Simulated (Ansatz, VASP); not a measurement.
**One calculation of Mg, two programs**

```
CELL_PARAMETERS angstrom
-2.04583 2.04583 2.04583
2.04583 -2.04583 2.04583
2.04583 2.04583 -2.04583
ATOMIC_POSITIONS crystal
Mg 0.00000 0.00000 0.00000
```

Alike in both runs: task single point; functional PBE; k mesh 14 × 14 × 14; occupations gaussian, width 0.1 eV; no spin polarisation.

|  | VASP | Ansatz |
| --- | --- | --- |
| version | VASP 6.6.1 | Ansatz 0.2.0 |
| potentials or method | VASP PAW PBE potentials, release 64 (Mg), cutoff 520 eV | scalar-relativistic, plane waves, PAW |
| valence electrons in the cell | 2 | 10 |

```csv
,VASP,Ansatz,Ansatz less VASP
gap on the k mesh at the Fermi level (eV),none,none,-
pressure (GPa),-5.9,-5.9,+0.05
```

A gap of «none» marks a metal or a gap that the smearing closes. The functional is the same, so the differences come from potentials, cutoffs and numerics. VASP's potentials hold 2 valence electrons a cell and Ansatz's 10, so a difference there can come from the potentials and not from the codes.
